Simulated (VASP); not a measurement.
**Sn: relaxation of shape and atoms at fixed volume with PBE**

Sn:

```
Sn
1.0
    -2.72980    2.72980    1.48545
     2.72980   -2.72980    1.48545
     2.72980    2.72980   -1.48545
Sn
2
Cartesian
  0.0000 -1.3649 -0.3714
  0.0000 1.3649 0.3714
```

- Program: VASP 6.6.1
- Task: relaxation of shape and atoms at fixed volume
- Functional: PBE
- Potentials or basis: VASP PAW PBE potentials, release 64 (Sn_d)
- Cutoff: 600 eV
- k mesh: 13 × 13 × 13
- Occupations: fermi-dirac, width 0.05 eV
- Spin: no spin polarisation
- Dipole correction: no
- Further INCAR settings: ALGO = Normal; EDIFF = 1e-07; IBRION = 2; EDIFFG = -0.005; NSW = 50; ISIF = 4

```json
{
  "Energy gained by relaxing": "0.2 meV/atom",
  "Ionic steps": "2",
  "Pressure after relaxing": "21.7 GPa",
  "Band gap on the k mesh": "zero (bands 14 and 15 overlap by 5.21 eV)"
}
```

The path:
| step | energy change (eV) | largest force (eV/Å) | pressure (GPa) | volume (Å³) |
| --- | --- | --- | --- | --- |
| 1 | 0.0000 | 0.0000 | 21.70 | 44.28 |
| 2 | -0.0005 | 0.0000 | 21.70 | 44.28 |

Final structure:
```yaml
crystal:
  lattice:
    - [-2.73519, 2.73519, 1.47961]
    - [2.73519, -2.73519, 1.47961]
    - [2.73519, 2.73519, -1.47961]
  atoms:
    - { symbol: Sn, position: [0.62500, 0.87500, 0.75000] }
    - { symbol: Sn, position: [0.37500, 0.12500, 0.25000] }
```

Levels at points of the mesh, in eV from the Fermi level:
```tsv
k point	band 10	band 11	band 12	band 13	band 14	band 15	band 16	band 17	band 18
(0.00, 0.00, 0.00)	-21.21	-12.83	-3.05	-2.61	-2.61	2.61	7.20	7.20	8.50
```

Wall time 9.7 min on 1 thread of Oxide Virtual Turin-like Processor, on a shared host, peak memory 0.28 GiB.

Caveat: spin-orbit coupling is left out, which moves the levels of the heavy elements.
